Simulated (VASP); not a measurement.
Input of a VASP 6.6.1 run:

Contents of INCAR:

```
PREC     = Accurate       # precision mode
ENCUT    = 520            # plane-wave cutoff, eV
EDIFF    = 1E-7           # SCF threshold, eV
ISMEAR   = -1             # smearing method
SIGMA    = 0.05           # smearing width, eV
LREAL    = F              # projectors in reciprocal space
LASPH    = T              # aspherical terms in the spheres
NELM     = 150            # most SCF steps
ALGO     = Normal         # electronic algorithm
ISIF     = 2              # what is computed and relaxed
LWAVE    = F              # write WAVECAR
LCHARG   = F              # write CHGCAR
ISPIN    = 2              # spin polarisation
MAGMOM   = 1 1 0 0        # initial moments
LORBIT   = 11             # projections on sites
LMAXMIX  = 4              # l up to which the mixer works
LDAU     = T              # DFT+U
LDAUTYPE = 2            
LDAUL    = 2 -1           # shell
LDAUU    = 3 0            # U, eV
LDAUJ    = 0 0          
LDAUPRINT= 1            
NBANDS   = 26             # bands
```

File KPOINTS:

```
Automatic mesh
0
Gamma
  9 8 6
```

The input POSCAR:

```
SiNi
1.0
    2.9138655677      0.0000000000      0.0000000000
    0.0000000000      3.2649749790      0.0000000000
    0.0000000000      0.0000000000      4.6216490444
Ni Si
2 2
Direct
    0.5000000000      0.5000000000      0.3432652053
    0.0000000000      0.0000000000      0.6567347947
    0.5000000000      0.5000000000      0.8402332804
    0.0000000000      0.0000000000      0.1597667196
```

Potentials or basis: VASP PAW LDA potentials, release 64 (Ni, Si).

Launch:

```bash
$ cat potpaw_LDA.64/Ni/POTCAR potpaw_LDA.64/Si/POTCAR > POTCAR
$ mpirun -np 1 vasp_std > vasp.out
```

Question: What does it give for the largest force?

Answer: 0.146 eV/Å.

Question: Estimate the net moment.

Answer: 0.00 μB per cell.

Forces in eV/Å, atoms in the order of the input:
```
Ni   0.000  0.000  0.000
Ni   0.000  0.000  0.000
Si   0.000  0.000 -0.146
Si   0.000  0.000  0.146
```

Caveat: the cell stands under tension; the U is typed as a test and isn't derived for this compound. The state reached can hang on the start; a lower one may exist.
